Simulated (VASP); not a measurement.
A run of VASP 6.6.1 is set up as follows.

The input INCAR:

```
ALGO = Normal
EDIFF = 1E-6
ENCUT = 520
GGA = PE
ISIF = 2
ISMEAR = -1
LASPH = T
LCHARG = F
LREAL = F
LWAVE = F
NBANDS = 62
NELM = 80
PREC = Accurate
SIGMA = 0.1
```

KPOINTS

```
k-points
0
Gamma
  2 2 2
```

File POSCAR:

```
Rh
1.0
    0.0000000000      3.7957000000      3.7957000000
    3.7957000000      0.0000000000      3.7957000000
    3.7957000000      3.7957000000      0.0000000000
Rh
7
Direct
    0.0000000000      0.0000000000      0.2500000000
    0.0090227099      0.5294964038     -0.0192595569
   -0.0090227099      0.4705035962      0.5192595569
    0.5294964038      0.0090227099     -0.0192595569
    0.4705035962     -0.0090227099      0.5192595569
    0.5000000000      0.5000000000      0.0040443133
    0.5000000000      0.5000000000      0.4959556867
```

Potentials or basis: VASP PAW PBE potentials, release 64 (Rh_pv).

Command:

```sh
$ cat potpaw_PBE.64/Rh_pv/POTCAR > POTCAR
$ mpirun -np 1 vasp_std > vasp.out
```

(1) What does it give for the largest force?

(2) What does it give for the pressure?

Results:

(1) 0.045 eV/Å.

(2) -4.4 GPa.

Caveat: the k points lie up to 0.72 Å⁻¹ apart.
